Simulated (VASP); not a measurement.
The system is Hf.

```xyz
2
Lattice="0.0000 3.7236 3.7236 3.7236 0.0000 3.7236 3.7236 3.7236 0.0000" Properties=species:S:1:pos:R:3 pbc="T T T"
Hf    1.8618    1.8618    1.8618
Hf    0.0000    0.0000    0.0000
```

This isn't the form of Hf at room conditions, which is hcp.

```yaml
Program: VASP 6.6.1
Task: relaxation of cell and atoms
Functional: PBE
Potentials_or_basis: VASP PAW PBE potentials, release 64 (Hf_pv)
Cutoff: 600 eV
k_mesh: 10 × 10 × 10
Occupations: gaussian, width 0.1 eV
Spin: no spin polarisation
```

At the start: pressure -7.2 GPa; volume 51.63 Å³/atom.

Question: Where does the relaxation end?

Answer: Over 4 steps the energy falls by 492.7 meV/atom and the volume is 34.69 Å³/atom (-32.8 %); space group Fd-3m (No. 227, to 0.1 Å) before and after.

Step by step:
```csv
step,energy change (eV),largest force (eV/Å),pressure (GPa),volume (Å³)
1,0.0000,0.0000,-7.24,103.25
2,-0.9760,0.0000,-1.11,72.16
3,-0.9852,0.0000,-0.20,69.95
4,-0.9855,0.0000,0.04,69.37
```

Final structure:
```
Hf
1.0
     0.00000    3.26126    3.26126
     3.26126    0.00000    3.26126
     3.26126    3.26126    0.00000
Hf
2
Cartesian
  1.6306 1.6306 1.6306
  0.0000 3.2613 3.2613
```

Caveat: the volume moved by over 15 % at a fixed basis, so the end points are rough.
